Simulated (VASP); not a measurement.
# PbS (P-1) in VASP: single point with PBE

Aim: the single point of PbS with PBE.

Everything below comes from runs of VASP 6.6.1. Logs are shortened: lines on timing, memory, paths and dates and some standing lists are left out, and cuts for length are marked.

### Step 1. The cell of the first run

The typed cell holds 4 atoms: a = 4.257 Å, b = 4.336 Å, c = 6.462 Å, α = 90.80°, β = 105.10°, γ = 92.79°.

### Step 2. Single point, PBE

Contents of INCAR:

```
ALGO = Normal
EDIFF = 1E-6
ENCUT = 520
GGA = PE
ISIF = 2
ISMEAR = 0
LASPH = T
LCHARG = F
LREAL = F
LWAVE = F
NBANDS = 28
NELM = 100
PREC = Accurate
SIGMA = 0.1
```

Contents of KPOINTS:

```
k-points
0
Gamma
  4 4 4
```

Contents of POSCAR:

```
PbS
1.0
    4.2573589400      0.0000000000      0.0000000000
   -0.2111915390      4.3313317038      0.0000000000
   -1.6830475324     -0.1722776834      6.2369511864
Pb S
2 2
Direct
    0.8747740309      0.7210841011      0.7369569945
    0.1252259691      0.2789158989      0.2630430055
    0.3217928475      0.2626417924      0.6891610770
    0.6782071525      0.7373582076      0.3108389230
```

Potentials or basis: VASP PAW PBE potentials, release 64 (Pb_d, S).

Command:

```bash
$ cat potpaw_PBE.64/Pb_d/POTCAR potpaw_PBE.64/S/POTCAR > POTCAR
$ mpirun -np 1 vasp_std > vasp.out
```

OUTCAR:

```text
EDIFF = 1E-6
   ENCUT = 520
   GGA = PE
   ISIF = 2
   ISMEAR = 0
   LASPH = T
   LREAL = F
   NELM = 100
   PREC = Accurate

 ion  position               nearest neighbor table
   1  0.875  0.721  0.737-   4 2.66   3 2.89   3 2.96   3 3.02   3 3.37   2 3.86   2 3.99   2 4.02

   2  0.125  0.279  0.263-   3 2.66   4 2.89   4 2.96   4 3.02   4 3.37   1 3.86   1 3.99   1 4.02

   3  0.322  0.263  0.689-   2 2.66   1 2.89   1 2.96   1 3.02   1 3.37
   4  0.678  0.737  0.311-   1 2.66   2 2.89   2 2.96   2 3.02   2 3.37

  LATTYP: Found a triclinic cell.
 ALAT       =     4.2573589400
 B/A-ratio  =     2.0235474241
 C/A-ratio  =     1.0185839286
 COS(alpha) =     0.0136078873
 COS(beta)  =     0.0487011737
 COS(gamma) =     0.6895448326

  Lattice vectors:

 A1 = (  -4.2573589400,   0.0000000000,   0.0000000000)
 A2 = (  -5.9404064724,  -0.1722776834,   6.2369511864)
 A3 = (  -0.2111915390,   4.3313317038,   0.0000000000)

Analysis of symmetry for initial positions (statically):
=====================================================================
 Subroutine PRICEL returns:
 Original cell was already a primitive cell.

 Routine SETGRP: Setting up the symmetry group for a
 triclinic supercell.

 Subroutine GETGRP returns: Found  2 space group operations
 (whereof  2 operations were pure point group operations)
 out of a pool of  2 trial point group operations.

The static configuration has the point symmetry S_2 .

Analysis of symmetry for dynamics (positions and initial velocities):
=====================================================================
 Subroutine PRICEL returns:
 Original cell was already a primitive cell.

 Routine SETGRP: Setting up the symmetry group for a
 triclinic supercell.

 Subroutine GETGRP returns: Found  2 space group operations
 (whereof  2 operations were pure point group operations)
 out of a pool of  2 trial point group operations.

The dynamic configuration has the point symmetry S_2 .

 Subroutine INISYM returns: Found  2 space group operations
 (whereof  2 operations are pure point group operations),
 and found     1 'primitive' translations

----------------------------------------------------------------------------------------

                                     Primitive cell

  volume of cell :     115.0096
[... 83 lines left out ...]
 SYSTEM =  unknown system
   PREC   = accura    normal or accurate (medium, high low for compatibility)
   ISTART =      0    job   : 0-new  1-cont  2-samecut
   ICHARG =      2    charge: 1-file 2-atom 10-const
   ISPIN  =      1    spin polarized calculation?
   LNONCOLLINEAR =      F non collinear calculations
   LSORBIT =      F    spin-orbit coupling
   LASPH  =      T    aspherical Exc in radial PAW
   ENCUT  =  520.0 eV  38.22 Ry    6.18 a.u.   7.92  8.06 12.02*2*pi/ulx,y,z
   NELM   =    100;   NELMIN=  2; NELMDL= -5     # of ELM steps
   EDIFF  = 0.1E-05   stopping-criterion for ELM
   LREAL  =      F    real-space projection
[... 7 lines left out ...]
   TEBEG  =    0.0;   TEEND  =   0.0 temperature during run
   PSTRESS=    0.0 pullay stress
   NELECT =      40.0000    total number of electrons
   NUPDOWN=      -1.0000    fix difference up-down
   EMIN   =  10.00;   EMAX   =-10.00  energy-range for DOS
   EFERMI =   0.00;   METHOD = LEGACY
   ISMEAR =     0;   SIGMA  =   0.10  broadening in eV -4-tet -1-fermi 0-gaus
   EFERMI_NEDOS =   21; number of points for ismear=-14 and -15
   IALGO  =     38    algorithm
   IMIX   =      4    mixing-type and parameters
     AMIX     =   0.40;   BMIX     =  1.00
     AMIX_MAG =   1.60;   BMIX_MAG =  1.00
  volume/ion in A,a.u.               =      28.75       194.03
  Fermi-wavevector in a.u.,A,eV,Ry     =   1.151287  2.175616 18.033992  1.325461
  Thomas-Fermi vector in A             =   2.287945
   LORBIT       =      0    0 simple, 1 ext, 2 COOP (PROOUT), +10 PAW based schemes
   GGA     = PE    functional components
   LHFCALC =     F    Hartree Fock is set to
   AEXX    =    0.0000 exact exchange contribution
   IVDW    =     0    specifies the selected vdW correction
   LEPSILON=     F    determine dielectric tensor
   LRPA    =     F    only Hartree local field effects (RPA)
 non-spin polarized calculation
 Gauss-broadening in eV      SIGMA  =   0.10
  energy-cutoff  :      520.00
  volume of cell :      115.01
 maximum number of plane-waves:      3116
   NGX = 15   NGY = 17   NGZ = 25

 number of electron      40.0000002 magnetization

 Free energy of the ion-electron system (eV)
  ---------------------------------------------------
  ext. energy  EPLUGINS =         0.00000000
  ---------------------------------------------------
  free energy    TOTEN  =       -17.31585357 eV

  energy without entropy =      -17.31585357  energy(sigma->0) =      -17.31585357

 E-fermi :   4.4038     XC(G=0):  -9.1657

 val. band max:        3.9807771604   @ k =   0.0000   0.0000   0.5000
 cond. band min:       5.2414569419   @ k =   0.0000   0.0000   0.5000
 fundamental gap:      1.2606797815
 Fermi energy:         4.4038069926

 k-point     1 :       0.0000    0.0000    0.0000
  band No.  band energies     occupation
      1     -12.1722      2.00000
      2     -12.0958      2.00000
      3     -12.0895      2.00000
      4     -12.0694      2.00000
      5     -12.0615      2.00000
      6     -12.0529      2.00000
[... 733 lines left out ...]
     27      10.9224      0.00000
     28      12.1017      0.00000

 [... further k-points ...]

------------------------ aborting loop because EDIFF is reached ----------------------------------------

  FORCE on cell =-STRESS in cart. coord.  units (eV):
  Direction    XX          YY          ZZ          XY          YZ          ZX
  --------------------------------------------------------------------------------------
  -------------------------------------------------------------------------------------
  Total       -0.6018974     -0.4866559      0.6115929      0.8024989      0.0263583     -0.1227673
  in kB       -8.3849208     -6.7795135      8.5199873     11.1794634      0.3671922     -1.7102491
  external PRESSURE =      -2.2148157 kB  Pullay stress =       0.0000000 kB

 VOLUME and BASIS-vectors are now :
 -----------------------------------------------------------------------------
  energy-cutoff  :      520.00
  volume of cell :      115.01
      direct lattice vectors                 reciprocal lattice vectors
     4.257358940  0.000000000  0.000000000     0.234887407  0.011452882  0.063700955
    -0.211191539  4.331331704  0.000000000     0.000000000  0.230875876  0.006377276
    -1.683047532 -0.172277683  6.236951186     0.000000000  0.000000000  0.160334749

 POSITION                                       TOTAL-FORCE (eV/Angst)
 -----------------------------------------------------------------------------------
      2.33161      2.99629      4.59636        -0.033463      0.056365      0.026688
      0.03151      1.16276      1.64059         0.033463     -0.056365     -0.026688
      0.15463      1.01886      4.29826         0.016291     -0.035219      0.252830
      2.20849      3.14019      1.93869        -0.016291      0.035219     -0.252830
 -----------------------------------------------------------------------------------
    total drift:                                0.000000     -0.000000     -0.000000

  FREE ENERGIE OF THE ION-ELECTRON SYSTEM (eV)
  ---------------------------------------------------
  free  energy   TOTEN  =       -17.3158535725 eV

  energy  without entropy=      -17.3158535724  energy(sigma->0) =      -17.31585357
```

OSZICAR:

```text
N       E                     dE             d eps       ncg     rms          rms(c)
DAV:   1     0.418132622919E+03    0.41813E+03   -0.18903E+04  2016   0.150E+03
DAV:   2     0.302732517146E+02   -0.38786E+03   -0.37556E+03  2040   0.394E+02
DAV:   3    -0.160823592106E+02   -0.46356E+02   -0.45130E+02  2620   0.153E+02
DAV:   4    -0.183323080066E+02   -0.22499E+01   -0.22391E+01  2420   0.356E+01
DAV:   5    -0.184251227816E+02   -0.92815E-01   -0.92796E-01  2588   0.762E+00    0.651E+00
DAV:   6    -0.172956630912E+02    0.11295E+01   -0.29085E+00  2820   0.109E+01    0.415E+00
DAV:   7    -0.173124998634E+02   -0.16837E-01   -0.52066E-01  2272   0.300E+00    0.279E+00
DAV:   8    -0.173249971712E+02   -0.12497E-01   -0.10532E-01  2992   0.248E+00    0.118E+00
DAV:   9    -0.173151997314E+02    0.97974E-02   -0.35054E-02  2808   0.141E+00    0.169E-01
DAV:  10    -0.173157404909E+02   -0.54076E-03   -0.26081E-03  2224   0.242E-01    0.589E-02
DAV:  11    -0.173158552219E+02   -0.11473E-03   -0.20312E-04  2732   0.108E-01    0.290E-02
DAV:  12    -0.173158539299E+02    0.12920E-05   -0.42405E-05  2800   0.418E-02    0.204E-02
DAV:  13    -0.173158535725E+02    0.35749E-06   -0.78376E-06  2224   0.176E-02
   1 F= -.17315854E+02 E0= -.17315854E+02  d E =-.153321E-10
```

It took 31 s on 1 thread of Intel Xeon 6975P-C (Granite Rapids), shared host; peak memory 0.27 GiB.

Results:

```yaml
Free_energy: -17.3159 eV
Pressure: -0.2 GPa
Largest_force: 0.256 eV/Å
Band_gap_on_the_k_mesh: 1.26 eV, direct
```

Forces on the atoms (eV/Å):
```
Pb  -0.033  0.056  0.027
Pb   0.033 -0.056 -0.027
S    0.016 -0.035  0.253
S   -0.016  0.035 -0.253
```

Stress tensor (GPa, compression positive):
```
-0.84  1.12 -0.17
 1.12 -0.68  0.04
-0.17  0.04  0.85
```

Levels at points of the mesh, in eV from the valence-band top:
| k point | band 18 | band 19 | band 20 | band 21 | band 22 | band 23 |
| --- | --- | --- | --- | --- | --- | --- |
| (0.00, 0.00, 0.00) | -1.28 | -1.01 | -0.13 | 4.18 | 4.79 | 4.82 |
| (0.50, 0.00, 0.00) | -0.97 | -0.39 | -0.14 | 2.16 | 2.22 | 3.00 |
| (0.00, 0.50, 0.00) | -0.88 | -0.23 | -0.04 | 2.15 | 2.16 | 3.08 |
| (0.50, 0.50, 0.00) | -2.30 | -1.60 | -1.27 | 3.24 | 4.01 | 4.90 |
| (0.00, 0.00, 0.50) | -1.35 | -1.00 | 0.00 | 1.26 | 4.01 | 4.82 |
| (0.50, 0.00, 0.50) | -0.89 | -0.48 | -0.11 | 1.97 | 2.21 | 2.78 |
| (0.00, 0.50, 0.50) | -0.87 | -0.46 | -0.22 | 1.81 | 2.03 | 3.19 |
| (0.50, 0.50, 0.50) | -2.49 | -1.02 | -0.98 | 3.43 | 3.74 | 4.68 |

Caveat: spin-orbit coupling is left out, which moves the levels of the heavy elements. A k mesh can miss the band edges.
